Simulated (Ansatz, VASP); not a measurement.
**SiC: VASP beside Ansatz**

Contents of INCAR:

```
SYSTEM = SiC
ALGO     = Normal         ! electronic algorithm
EDIFF    = 1E-6           ! SCF threshold, eV
ENCUT    = 520            ! plane-wave cutoff, eV
GGA      = PE             ! functional
ISIF     = 2              ! what is computed and relaxed
ISMEAR   = 0              ! smearing method
LASPH    = .True.         ! aspherical terms in the spheres
LCHARG   = .False.        ! write CHGCAR
LREAL    = .False.        ! projectors in reciprocal space
LWAVE    = .False.        ! write WAVECAR
NBANDS   = 16             ! bands
NELM     = 80             ! most SCF steps
PREC     = Accurate       ! precision mode
SIGMA    = 0.05           ! smearing width, eV
```

The input KPOINTS:

```
k-points
0
Gamma
  12 12 6
  0 0 0
```

The input POSCAR:

```
SiC
1.0
    3.1791678455      0.0000000000      0.0000000000
   -1.5895839227      2.7532401171      0.0000000000
    0.0000000000      0.0000000000      4.7995896963
Si C
2 2
Direct
    0.3333333333      0.6666666667      0.0045639005
    0.6666666667      0.3333333333      0.5045639005
    0.3333333333      0.6666666667      0.3953555939
    0.6666666667      0.3333333333      0.8953555939
```

Input for Ansatz:

```yaml
crystal:
  lattice:
    - [3.1791678455, 0.0, 0.0]
    - [-1.5895839227, 2.7532401171, 0.0]
    - [0.0, 0.0, 4.7995896963]
  atoms:
    - { symbol: Si, position: [0.3333333333, 0.6666666667, 0.0045639005] }
    - { symbol: Si, position: [0.6666666667, 0.3333333333, 0.5045639005] }
    - { symbol: C, position: [0.3333333333, 0.6666666667, 0.3953555939] }
    - { symbol: C, position: [0.6666666667, 0.3333333333, 0.8953555939] }
basis:
  ecutwfc: 520.0
kpoints:
  mp_grid: { grid: [12, 12, 6] }
hamiltonian:
  xc: pbe
  pseudopotentials: { kind: paw, azcp: { folder: soft_1 } }
scf:
  occupations: { method: gaussian, width: 0.05 }
output:
  forces: true
  stress: true
  eigenvalues: true
```

Alike in both runs: task single point; functional PBE; k mesh 12 × 12 × 6; occupations gaussian, width 0.05 eV; no spin polarisation.

```csv
,VASP,Ansatz
version,VASP 6.6.1,Ansatz 0.2.0
potentials or method,"VASP PAW PBE potentials, release 64 (Si, C), cutoff 520 eV","scalar-relativistic, plane waves, PAW"
valence electrons in the cell,16,16
```

VASP gave:

```
gap on the k mesh at the Fermi level (eV)                     : 1.52
least direct gap on the mesh (eV)                             : 2.77
pressure (GPa)                                                : -0.4
traceless stress, the component that is largest in VASP (GPa) : 23.35
rms of the force components (eV/Å)                            : 0.203
```

Which values does Ansatz return?

gap on the k mesh at the Fermi level (eV): 1.53; least direct gap on the mesh (eV): 2.77; pressure (GPa): -0.4; traceless stress, the component that is largest in VASP (GPa): 23.24; rms of the force components (eV/Å): 0.202.

Atom by atom the forces differ by 0.001 eV/Å (rms over components). With one functional, cell and mesh, what is left measures potentials, basis and numerics.
